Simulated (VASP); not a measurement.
# Al3Au (I4mm) in VASP: single point with PBE

Aim: the single point of Al3Au with PBE.

Program: VASP 6.6.1. These are calculated values, not measurements. Logs are shortened: lines on timing, memory, paths and dates and some standing lists are left out, and cuts for length are marked.

## (1) The cell of the first run

It takes space group I4mm (No. 107, tetragonal). The conventional cell has a = 3.995 Å, b = 3.995 Å, c = 7.759 Å, α = 90.00°, β = 90.00°, γ = 90.00°. Within 3.4 Å of Al (site symmetry 2mm) lie 8 Al at 2.60 to 2.99 Å and 4 Au at 2.71 to 2.86 Å. Al (site symmetry 4mm) has 8 Al at 2.60 to 2.99 Å and 5 Au at 2.85 to 3.49 Å within 3.5 Å. Au (site symmetry 4mm) has 13 Al at 2.71 to 3.49 Å within 3.6 Å.

## (2) Single point, PBE (strained and its atoms moved)

INCAR

```
SYSTEM = Al3Au
  PREC = Accurate
  ENCUT = 520
  EDIFF = 1E-6
  ISMEAR = 0
  SIGMA = 0.1
  LREAL = .False.
  LASPH = .True.
  NELM = 80
  ALGO = Fast
  ISIF = 2
  LWAVE = .False.
  LCHARG = .True.
  GGA = PE
  LELF = .True.
  LVHAR = .True.
  NBANDS = 18
```

KPOINTS

```
Automatic mesh
0
Gamma
  14 14 14
  0 0 0
```

POSCAR

```
Al3Au
1.0
   -1.9976872046      1.9976872046      3.8795294100
    1.9976872046     -1.9976872046      3.8795294100
    1.9976872046      1.9976872046     -3.8795294100
Al Au
3 1
Direct
    0.7445187947      0.2445187947      0.5000000000
    0.2445187947      0.7445187947      0.5000000000
    0.5304522656      0.5304522656      0.0000000000
   -0.0194898551     -0.0194898551      0.0000000000
```

Potentials or basis: VASP PAW PBE potentials, release 64 (Al, Au).

Run with:

```sh
$ cat potpaw_PBE.64/Al/POTCAR potpaw_PBE.64/Au/POTCAR > POTCAR
$ mpirun -np 1 vasp_std > vasp.out
```

OUTCAR:

```text
SYSTEM = Al3Au
   PREC = Accurate
   ENCUT = 520
   EDIFF = 1E-6
   ISMEAR = 0
   LREAL = .False.
   LASPH = .True.
   NELM = 80
   ISIF = 2
   GGA = PE

 ion  position               nearest neighbor table
   1  0.745  0.245  0.500-   3 2.60   3 2.60   4 2.71   4 2.71   2 2.83   2 2.83   2 2.83   2 2.83
                             4 2.86   4 2.86   3 2.99   3 2.99
   2  0.245  0.745  0.500-   3 2.60   3 2.60   4 2.71   4 2.71   1 2.83   1 2.83   1 2.83   1 2.83
                             4 2.86   4 2.86   3 2.99   3 2.99
   3  0.530  0.530  0.000-   2 2.60   1 2.60   1 2.60   2 2.60   4 2.85   4 2.85   4 2.85   4 2.85
                             2 2.99   2 2.99   1 2.99   1 2.99
   4  0.981  0.981  0.000-   1 2.71   2 2.71   1 2.71   2 2.71   3 2.85   3 2.85   3 2.85   3 2.85
                             2 2.86   2 2.86   1 2.86   1 2.86

  LATTYP: Found a body centered tetragonal cell.
 ALAT       =     3.9953744092
 C/A-ratio  =     1.9420104414

  Lattice vectors:

 A1 = (  -1.9976872046,   1.9976872046,   3.8795294100)
 A2 = (   1.9976872046,  -1.9976872046,   3.8795294100)
 A3 = (   1.9976872046,   1.9976872046,  -3.8795294100)

Analysis of symmetry for initial positions (statically):
=====================================================================
 Subroutine PRICEL returns:
 Original cell was already a primitive cell.

 Routine SETGRP: Setting up the symmetry group for a
 body centered tetragonal supercell.

 Subroutine GETGRP returns: Found  8 space group operations
 (whereof  8 operations were pure point group operations)
 out of a pool of 16 trial point group operations.

The static configuration has the point symmetry C_4v.

Analysis of symmetry for dynamics (positions and initial velocities):
=====================================================================
 Subroutine PRICEL returns:
 Original cell was already a primitive cell.

 Routine SETGRP: Setting up the symmetry group for a
 body centered tetragonal supercell.

 Subroutine GETGRP returns: Found  8 space group operations
 (whereof  8 operations were pure point group operations)
 out of a pool of 16 trial point group operations.

The dynamic configuration has the point symmetry C_4v.

 Subroutine INISYM returns: Found  8 space group operations
 (whereof  8 operations are pure point group operations),
 and found     1 'primitive' translations

----------------------------------------------------------------------------------------

                                     Primitive cell

  volume of cell :      61.9290

  direct lattice vectors                    reciprocal lattice vectors
    -1.997687205  1.997687205  3.879529410     0.000000000  0.250289434  0.128881611
     1.997687205 -1.997687205  3.879529410     0.250289434  0.000000000  0.128881611
     1.997687205  1.997687205 -3.879529410     0.250289434  0.250289434  0.000000000

  length of vectors
     4.799193347  4.799193347  4.799193347     0.281523126  0.281523126  0.353962712

  position of ions in fractional coordinates (direct lattice)
     0.744518795  0.244518795  0.500000000
     0.244518795  0.744518795  0.500000000
     0.530452266  0.530452266  0.000000000
     0.980510145  0.980510145  0.000000000

  ion indices of the primitive-cell ions
   primitive index   ion index
                 1           1
                 2           2
                 3           3
                 4           4

----------------------------------------------------------------------------------------

 KPOINTS: Automatic mesh

Automatic generation of k-mesh.
 Grid dimensions read from file:
 generate k-points for:   14   14   14

 Generating k-lattice:

  Cartesian coordinates                     Fractional coordinates (reciprocal lattice)
     0.000000000  0.017877817  0.009205829     0.071428571  0.000000000  0.000000000
     0.017877817  0.000000000  0.009205829     0.000000000  0.071428571  0.000000000
     0.017877817  0.017877817  0.000000000     0.000000000  0.000000000  0.071428571

  Length of vectors
     0.020108795  0.020108795  0.025283051

  Shift w.r.t. Gamma in fractional coordinates (k-lattice)
     0.000000000  0.000000000  0.000000000

 Subroutine IBZKPT returns following result:
 ===========================================

 Found    244 irreducible k-points:

 Following reciprocal coordinates:
            Coordinates               Weight
  0.000000  0.000000  0.000000      1.000000
  0.071429  0.000000  0.000000      8.000000
  0.142857  0.000000  0.000000      8.000000
  0.214286  0.000000  0.000000      8.000000
  0.285714  0.000000  0.000000      8.000000
  0.357143  0.000000  0.000000      8.000000
[... 16 lines left out ...]
  0.214286  0.142857  0.000000     16.000000
  0.285714  0.142857  0.000000     16.000000
 [... further k-points ...]
   k-points           NKPTS =    244   k-points in BZ     NKDIM =    244   number of bands    NBANDS=     18
   number of dos      NEDOS =    301   number of ions     NIONS =      4
   total plane-waves  NPLWV =  46656
   dimension x,y,z NGX =    36 NGY =   36 NGZ =   36
   dimension x,y,z NGXF=    72 NGYF=   72 NGZF=   72
   ions per type =               3   1
   NGX,Y,Z   is equivalent  to a cutoff of  12.47, 12.47, 12.47 a.u.
   NGXF,Y,Z  is equivalent  to a cutoff of  24.94, 24.94, 24.94 a.u.
 SYSTEM =  Al3Au
   PREC   = accura    normal or accurate (medium, high low for compatibility)
   ISTART =      0    job   : 0-new  1-cont  2-samecut
   ICHARG =      2    charge: 1-file 2-atom 10-const
   ISPIN  =      1    spin polarized calculation?
   LNONCOLLINEAR =      F non collinear calculations
   LSORBIT =      F    spin-orbit coupling
   LASPH  =      T    aspherical Exc in radial PAW
   ENCUT  =  520.0 eV  38.22 Ry    6.18 a.u.   8.92  8.92  8.92*2*pi/ulx,y,z
   NELM   =     80;   NELMIN=  2; NELMDL= -5     # of ELM steps
   EDIFF  = 0.1E-05   stopping-criterion for ELM
   LREAL  =      F    real-space projection
   EDIFFG = 0.1E-04   stopping-criterion for IOM
   NSW    =      0    number of steps for IOM
   IBRION =     -1    ionic relax: 0-MD 1-quasi-New 2-CG
   NFREE  =      0    steps in history (QN), initial steepest desc. (CG)
   ISIF   =      2    stress and relaxation
   ISYM   =      2    0-nonsym 1-usesym 2-fastsym
   POTIM  = 0.5000    time-step for ionic-motion
   TEBEG  =    0.0;   TEEND  =   0.0 temperature during run
   PSTRESS=    0.0 pullay stress
   NELECT =      20.0000    total number of electrons
   NUPDOWN=      -1.0000    fix difference up-down
   EMIN   =  10.00;   EMAX   =-10.00  energy-range for DOS
   EFERMI =   0.00;   METHOD = LEGACY
   ISMEAR =     0;   SIGMA  =   0.10  broadening in eV -4-tet -1-fermi 0-gaus
   EFERMI_NEDOS =   21; number of points for ismear=-14 and -15
   IALGO  =     68    algorithm
   IMIX   =      4    mixing-type and parameters
     AMIX     =   0.40;   BMIX     =  1.00
     AMIX_MAG =   1.60;   BMIX_MAG =  1.00
  volume/ion in A,a.u.               =      15.48       104.48
  Fermi-wavevector in a.u.,A,eV,Ry     =   1.123191  2.122523 17.164529  1.261557
  Thomas-Fermi vector in A             =   2.259855
   LORBIT       =      0    0 simple, 1 ext, 2 COOP (PROOUT), +10 PAW based schemes
   GGA     = PE    functional components
   LHFCALC =     F    Hartree Fock is set to
   AEXX    =    0.0000 exact exchange contribution
   IVDW    =     0    specifies the selected vdW correction
   LEPSILON=     F    determine dielectric tensor
   LRPA    =     F    only Hartree local field effects (RPA)
 non-spin polarized calculation
 RMM-DIIS sequential band-by-band and
 Gauss-broadening in eV      SIGMA  =   0.10
  energy-cutoff  :      520.00
  volume of cell :       61.93
 maximum number of plane-waves:      1702
   NGX = 17   NGY = 17   NGZ = 17

 number of electron      20.0000000 magnetization

 Free energy of the ion-electron system (eV)
  ---------------------------------------------------
  ext. energy  EPLUGINS =         0.00000000
  ---------------------------------------------------
  free energy    TOTEN  =       -14.50409749 eV

  energy without entropy =      -14.49568171  energy(sigma->0) =      -14.49988960

 E-fermi :   9.6839     XC(G=0): -11.1402

 val. band max:        9.6814727646   @ k =  -0.2143   0.3571   0.0714
 cond. band min:       9.6897201643   @ k =   0.0714   0.0714   0.0714
 fundamental gap:      0.0082473997
 Fermi energy:         9.6838943141

 k-point     1 :       0.0000    0.0000    0.0000
  band No.  band energies     occupation
      1      -2.1420      2.00000
      2       3.2208      2.00000
      3       3.3785      2.00000
      4       3.4327      2.00000
      5       3.4327      2.00000
      6       4.1139      2.00000
[... 10 lines left out ...]
     17      15.9024      0.00000
     18      15.9025      0.00000

 k-point     2 :       0.0714    0.0000    0.0000
  band No.  band energies     occupation
      1      -2.0779      2.00000
      2       3.2263      2.00000
      3       3.3471      2.00000
      4       3.4167      2.00000
      5       3.4493      2.00000
      6       4.0878      2.00000
[... 10 lines left out ...]
     17      15.1768      0.00000
     18      15.7036      0.00000

 k-point     3 :       0.1429    0.0000    0.0000
  band No.  band energies     occupation
      1      -1.8868      2.00000
      2       3.1492      2.00000
      3       3.2527      2.00000
      4       3.4769      2.00000
      5       3.4951      2.00000
      6       4.0187      2.00000
[... 10 lines left out ...]
     17      14.3876      0.00000
     18      15.4314      0.00000

 k-point     4 :       0.2143    0.0000    0.0000
  band No.  band energies     occupation
      1      -1.5719      2.00000
      2       2.8907      2.00000
      3       3.2261      2.00000
      4       3.5558      2.00000
      5       3.6022      2.00000
      6       3.9321      2.00000
[... 375 lines left out ...]
      4       3.4351      2.00000
      5       3.6318      2.00000
      6       3.9227      2.00000
[... 10 lines left out ...]
     17      15.6211      0.00000
     18      17.0611      0.00000

 k-point    23 :       0.2143    0.1429    0.0000
  band No.  band energies     occupation
      1      -1.1678      2.00000
      2       2.8454      2.00000
      3       3.0883      2.00000
      4       3.4899      2.00000
      5       3.6888      2.00000
      6       3.8756      2.00000
[... 10 lines left out ...]
     17      16.7910      0.00000
     18      17.0662      0.00000

 k-point    24 :       0.2857    0.1429    0.0000
  band No.  band energies     occupation
      1      -0.6965      2.00000
      2       2.5148      2.00000
      3       3.0708      2.00000
      4       3.4564      2.00000
      5       3.7655      2.00000
      6       3.8981      2.00000
[... 10 lines left out ...]
     17      16.4366      0.00000
     18      16.9981      0.00000

 [... further k-points ...]
[... 5 lines left out ...]
  --------------------------------------------------------------------------------------
  -------------------------------------------------------------------------------------
  Total        3.6736956      3.6736956      5.3190437      0.0000000     -0.0000000      0.0000000
  in kB       95.0429111     95.0429111    137.6100417      0.0000000     -0.0000000      0.0000000
  external PRESSURE =     109.2319546 kB  Pullay stress =       0.0000000 kB

 VOLUME and BASIS-vectors are now :
 -----------------------------------------------------------------------------
  energy-cutoff  :      520.00
  volume of cell :       61.93
      direct lattice vectors                 reciprocal lattice vectors
    -1.997687205  1.997687205  3.879529410     0.000000000  0.250289434  0.128881611
     1.997687205 -1.997687205  3.879529410     0.250289434  0.000000000  0.128881611
     1.997687205  1.997687205 -3.879529410     0.250289434  0.250289434  0.000000000

 POSITION                                       TOTAL-FORCE (eV/Angst)
 -----------------------------------------------------------------------------------
     -0.00000      1.99769      1.89724         0.000000     -0.000000      0.693916
      1.99769     -0.00000      1.89724        -0.000000      0.000000      0.693916
      0.00000      0.00000      4.11581        -0.000000     -0.000000     -1.935620
      0.00000      0.00000      7.60784        -0.000000     -0.000000      0.547788
 -----------------------------------------------------------------------------------
    total drift:                               -0.000000     -0.000000      0.000262

  FREE ENERGIE OF THE ION-ELECTRON SYSTEM (eV)
  ---------------------------------------------------
  free  energy   TOTEN  =       -14.5040974890 eV

  energy  without entropy=      -14.4956817143  energy(sigma->0) =      -14.49988960
```

Wall time 4.1 min (1 thread of Intel Xeon Platinum 8488C (Sapphire Rapids), shared host); peak memory 0.4 GiB.

Results:

```yaml
Free_energy: -14.5041 eV
Pressure: 10.9 GPa
Largest_force: 1.936 eV/Å
Band_gap_on_the_k_mesh: zero (bands 10 and 11 overlap by 3.33 eV)
```

Forces on the atoms (eV/Å):
```
Al   0.000  0.000  0.694
Al   0.000  0.000  0.694
Al   0.000  0.000 -1.936
Au   0.000  0.000  0.548
```

Caveat: the cell differs from its parent crystal (strained and its atoms moved); the cell stands under pressure; spin-orbit coupling is left out, which moves the levels of the heavy elements; forces of over 1 eV/Å act on the atoms, so gaps and moduli don't describe the material at rest.
